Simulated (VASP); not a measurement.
# Nb3Sn (Pm-3m) in VASP: a series of runs

The runs below take Nb3Sn through single point, with r2SCAN.

Everything below comes from runs of VASP 6.6.1. Logs are shortened: lines on timing, memory, paths and dates and some standing lists are left out, and cuts for length are marked.

## (1) The cell of the first run

It takes space group Pm-3m (No. 221, cubic). The conventional cell has a = 4.178 Å, b = 4.178 Å, c = 4.178 Å, α = 90.00°, β = 90.00°, γ = 90.00°. Nb (site symmetry 4/mmm) has 8 Nb at 2.95 Å and 4 Sn at 2.95 Å within 3.9 Å. Sn (site symmetry m-3m) has 12 Nb at 2.95 Å within 3.9 Å.

## (2) Single point, r2SCAN

POSCAR reads:

```
Nb3Sn
1.0
    4.1778318120      0.0000000000      0.0000000000
    0.0000000000      4.1778318120      0.0000000000
    0.0000000000      0.0000000000      4.1778318120
Nb Sn
3 1
Direct
    0.0000000000      0.5000000000      0.5000000000
    0.5000000000      0.0000000000      0.5000000000
    0.5000000000      0.5000000000      0.0000000000
    0.0000000000      0.0000000000      0.0000000000
```

INCAR.step1 reads:

```
SYSTEM = Nb3Sn
  ALGO = Normal
  EDIFF = 1E-4
  ENCUT = 520
  GGA = PE
  ISMEAR = 0
  LASPH = .True.
  LCHARG = .False.
  LREAL = .False.
  LWAVE = .True.
  NBANDS = 34
  NELM = 60
  PREC = Accurate
  SIGMA = 0.1
```

INCAR.step2 reads:

```
SYSTEM = Nb3Sn
  ALGO = Normal
  EDIFF = 1E-6
  ENCUT = 520
  ISIF = 2
  ISMEAR = 0
  ISTART = 1
  LASPH = .True.
  LCHARG = .False.
  LMIXTAU = .True.
  LREAL = .False.
  LWAVE = .False.
  METAGGA = R2SCAN
  NBANDS = 34
  NELM = 60
  PREC = Accurate
  SIGMA = 0.1
```

KPOINTS reads:

```
k-points
0
Gamma
  4 4 4
  0 0 0
```

Potentials or basis: VASP PAW PBE potentials, release 64 (Nb_sv, Sn_d).

Run with:

```console
cat potpaw_PBE.64/Nb_sv/POTCAR potpaw_PBE.64/Sn_d/POTCAR > POTCAR
cp INCAR.step1 INCAR
mpirun -np 1 vasp_std > vasp.out
cp INCAR.step2 INCAR
mpirun -np 1 vasp_std > vasp.out
```

OUTCAR:

```text
SYSTEM = Nb3Sn
   EDIFF = 1E-6
   ENCUT = 520
   ISIF = 2
   ISMEAR = 0
   ISTART = 1
   LASPH = .True.
   LREAL = .False.
   METAGGA = R2SCAN
   NELM = 60
   PREC = Accurate

 ion  position               nearest neighbor table
   1  0.000  0.500  0.500-   2 2.95   3 2.95   4 2.95   3 2.95   4 2.95   2 2.95   4 2.95   4 2.95
                             2 2.95   3 2.95   3 2.95   2 2.95
   2  0.500  0.000  0.500-   1 2.95   3 2.95   4 2.95   3 2.95   4 2.95   1 2.95   3 2.95   3 2.95
                             1 2.95   4 2.95   4 2.95   1 2.95
   3  0.500  0.500  0.000-   1 2.95   2 2.95   4 2.95   1 2.95   2 2.95   2 2.95   4 2.95   2 2.95
                             1 2.95   4 2.95   1 2.95   4 2.95
   4  0.000  0.000  0.000-   1 2.95   2 2.95   3 2.95   1 2.95   2 2.95   1 2.95   3 2.95   1 2.95
                             2 2.95   3 2.95   2 2.95   3 2.95

  LATTYP: Found a simple cubic cell.
 ALAT       =     4.1778318120

  Lattice vectors:

 A1 = (   4.1778318120,   0.0000000000,   0.0000000000)
 A2 = (   0.0000000000,   4.1778318120,   0.0000000000)
 A3 = (   0.0000000000,   0.0000000000,   4.1778318120)

Analysis of symmetry for initial positions (statically):
=====================================================================
 Subroutine PRICEL returns:
 Original cell was already a primitive cell.

 Routine SETGRP: Setting up the symmetry group for a
 simple cubic supercell.

 Subroutine GETGRP returns: Found 48 space group operations
 (whereof 48 operations were pure point group operations)
 out of a pool of 48 trial point group operations.

The static configuration has the point symmetry O_h .

Analysis of symmetry for dynamics (positions and initial velocities):
=====================================================================
 Subroutine PRICEL returns:
 Original cell was already a primitive cell.

 Routine SETGRP: Setting up the symmetry group for a
 simple cubic supercell.

 Subroutine GETGRP returns: Found 48 space group operations
 (whereof 48 operations were pure point group operations)
 out of a pool of 48 trial point group operations.

The dynamic configuration has the point symmetry O_h .

 Subroutine INISYM returns: Found 48 space group operations
 (whereof 48 operations are pure point group operations),
 and found     1 'primitive' translations

[... 82 lines left out ...]
   NELM   =     60;   NELMIN=  2; NELMDL=  0     # of ELM steps
   EDIFF  = 0.1E-05   stopping-criterion for ELM
   LREAL  =      F    real-space projection
   EDIFFG = 0.1E-04   stopping-criterion for IOM
   NSW    =      0    number of steps for IOM
   IBRION =     -1    ionic relax: 0-MD 1-quasi-New 2-CG
   NFREE  =      0    steps in history (QN), initial steepest desc. (CG)
   ISIF   =      2    stress and relaxation
   ISYM   =      2    0-nonsym 1-usesym 2-fastsym
   POTIM  = 0.5000    time-step for ionic-motion
   TEBEG  =    0.0;   TEEND  =   0.0 temperature during run
   PSTRESS=    0.0 pullay stress
   NELECT =      53.0000    total number of electrons
   NUPDOWN=      -1.0000    fix difference up-down
   EMIN   =  10.00;   EMAX   =-10.00  energy-range for DOS
   EFERMI =   0.00;   METHOD = LEGACY
   ISMEAR =     0;   SIGMA  =   0.10  broadening in eV -4-tet -1-fermi 0-gaus
   EFERMI_NEDOS =   21; number of points for ismear=-14 and -15
   IALGO  =     38    algorithm
   IMIX   =      4    mixing-type and parameters
     AMIX     =   0.40;   BMIX     =  1.00
     AMIX_MAG =   1.60;   BMIX_MAG =  1.00
  volume/ion in A,a.u.               =      18.23       123.02
  Fermi-wavevector in a.u.,A,eV,Ry     =   1.471914  2.781515 29.477450  2.166531
  Thomas-Fermi vector in A             =   2.586992
   LORBIT       =      0    0 simple, 1 ext, 2 COOP (PROOUT), +10 PAW based schemes
   METAGGA = R2SCAN    functional components
   LHFCALC =     F    Hartree Fock is set to
   AEXX    =    0.0000 exact exchange contribution
   IVDW    =     0    specifies the selected vdW correction
   LEPSILON=     F    determine dielectric tensor
   LRPA    =     F    only Hartree local field effects (RPA)
 non-spin polarized calculation
 Gauss-broadening in eV      SIGMA  =   0.10
  energy-cutoff  :      520.00
  volume of cell :       72.92
 maximum number of plane-waves:      1986
 NGX is ok and might be reduce to    32
   NGX = 15   NGY = 15   NGZ = 15

 number of electron      52.9999993 magnetization

 Free energy of the ion-electron system (eV)
  ---------------------------------------------------
  ext. energy  EPLUGINS =         0.00000000
  ---------------------------------------------------
  free energy    TOTEN  =       -99.68362778 eV

  energy without entropy =      -99.65004260  energy(sigma->0) =      -99.66683519

 E-fermi :  11.7773     XC(G=0): -13.5544

 val. band max:       11.7464754750   @ k =   0.2500   0.2500   0.0000
 cond. band min:      11.8090519888   @ k =   0.5000   0.5000   0.2500
 fundamental gap:      0.0625765137
 Fermi energy:        11.7772922972

 k-point     1 :       0.0000    0.0000    0.0000
  band No.  band energies     occupation
      1     -44.7143      2.00000
      2     -44.4736      2.00000
      3     -44.4736      2.00000
      4     -20.4486      2.00000
      5     -20.4486      2.00000
      6     -20.4486      2.00000
[... 359 lines left out ...]
     33      14.3740      0.00000
     34      15.9974      0.00000

------------------------ aborting loop because EDIFF is reached ----------------------------------------

  FORCE on cell =-STRESS in cart. coord.  units (eV):
  Direction    XX          YY          ZZ          XY          YZ          ZX
  --------------------------------------------------------------------------------------
  -------------------------------------------------------------------------------------
  Total        2.3133284      2.3133284      2.3133284      0.0000000     -0.0000000      0.0000000
  in kB       50.8270627     50.8270627     50.8270627      0.0000000     -0.0000000      0.0000000
  external PRESSURE =      50.8270627 kB  Pullay stress =       0.0000000 kB

 VOLUME and BASIS-vectors are now :
 -----------------------------------------------------------------------------
  energy-cutoff  :      520.00
  volume of cell :       72.92
      direct lattice vectors                 reciprocal lattice vectors
     4.177831812  0.000000000  0.000000000     0.239358606  0.000000000  0.000000000
     0.000000000  4.177831812  0.000000000     0.000000000  0.239358606  0.000000000
     0.000000000  0.000000000  4.177831812     0.000000000  0.000000000  0.239358606

 POSITION                                       TOTAL-FORCE (eV/Angst)
 -----------------------------------------------------------------------------------
      0.00000      2.08892      2.08892         0.000000      0.000000      0.000000
      2.08892      0.00000      2.08892         0.000000      0.000000      0.000000
      2.08892      2.08892      0.00000         0.000000      0.000000      0.000000
      0.00000      0.00000      0.00000         0.000000      0.000000      0.000000
 -----------------------------------------------------------------------------------
    total drift:                                0.000000     -0.000000     -0.000000

  FREE ENERGIE OF THE ION-ELECTRON SYSTEM (eV)
  ---------------------------------------------------
  free  energy   TOTEN  =       -99.6836277814 eV

  energy  without entropy=      -99.6500426011  energy(sigma->0) =      -99.66683519
```

It took 73 s on 1 thread of AMD EPYC 7R13 (Zen 3), shared host; peak memory 0.16 GiB.

Results:

| Item | Value |
| --- | --- |
| Free energy | -99.6836 eV |
| Pressure | 5.1 GPa |
| Band gap on the k mesh | zero (an odd number of electrons rules out a gap without spin polarisation) |

Caveat: the k points lie up to 0.38 Å⁻¹ apart, too coarse for converged energies and pressures of a metal; the PAW data sets were made with another functional, which shifts forces and pressure a little; spin-orbit coupling is left out, which moves the levels of the heavy elements.

## (3) Single point, r2SCAN

This run uses another cell than the first one, of 18.77 Å³/atom.

POSCAR reads:

```
Nb3Sn
1.0
    4.2189608037      0.0000000000      0.0000000000
    0.0000000000      4.2189608037      0.0000000000
    0.0000000000      0.0000000000      4.2189608037
Nb Sn
3 1
Direct
    0.0000000000      0.5000000000      0.5000000000
    0.5000000000      0.0000000000      0.5000000000
    0.5000000000      0.5000000000      0.0000000000
    0.0000000000      0.0000000000      0.0000000000
```

INCAR.step1 reads:

```
PREC = Accurate
ENCUT = 520
ISMEAR = 0
SIGMA = 0.1
LREAL = F
LASPH = T
NELM = 100
NBANDS = 34
GGA = PE
ALGO = Normal
EDIFF = 1E-4
LWAVE = T
LCHARG = F
```

INCAR.step2 reads:

```
PREC = Accurate
ENCUT = 520
EDIFF = 1E-6
ISMEAR = 0
SIGMA = 0.1
LREAL = F
LASPH = T
NELM = 100
ALGO = Normal
ISIF = 2
LWAVE = F
LCHARG = T
METAGGA = R2SCAN
LMIXTAU = T
LELF = T
LVHAR = T
NBANDS = 34
ISTART = 1
```

KPOINTS reads:

```
Automatic mesh
0
Gamma
  4 4 4
```

Potentials or basis: VASP PAW PBE potentials, release 64 (Nb_sv, Sn_d).

Run with:

```console
cat potpaw_PBE.64/Nb_sv/POTCAR potpaw_PBE.64/Sn_d/POTCAR > POTCAR
cp INCAR.step1 INCAR
mpirun -np 1 vasp_std > vasp.out
cp INCAR.step2 INCAR
mpirun -np 1 vasp_std > vasp.out
```

Wall time 74 s (1 thread of AMD EPYC 7R13 (Zen 3), shared host); peak memory 0.16 GiB.

Results (log left out):

```yaml
Free_energy: -99.7174 eV
Pressure: -0.1 GPa
Band_gap_on_the_k_mesh: zero (an odd number of electrons rules out a gap without spin polarisation)
```

Levels at points of the mesh, in eV from the Fermi level:
```tsv
k point	band 23	band 24	band 25	band 26	band 27	band 28	band 29	band 30	band 31	band 32
(0.00, 0.00, 0.00)	-2.56	-2.56	-0.13	-0.13	-0.13	1.72	1.72	1.72	3.82	3.82
(0.50, 0.00, 0.00)	-2.08	-1.14	-0.07	-0.07	0.17	0.60	1.51	1.62	1.62	1.98
(0.50, 0.50, 0.00)	-1.37	-1.37	-1.30	0.04	0.04	1.28	1.40	1.44	1.44	2.17
(0.50, 0.50, 0.50)	-2.20	-2.20	-0.15	-0.15	-0.15	1.45	1.69	1.69	1.69	2.53
```

Caveat: the k points lie up to 0.37 Å⁻¹ apart, too coarse for converged energies and pressures of a metal; the PAW data sets were made with another functional, which shifts forces and pressure a little; spin-orbit coupling is left out, which moves the levels of the heavy elements.
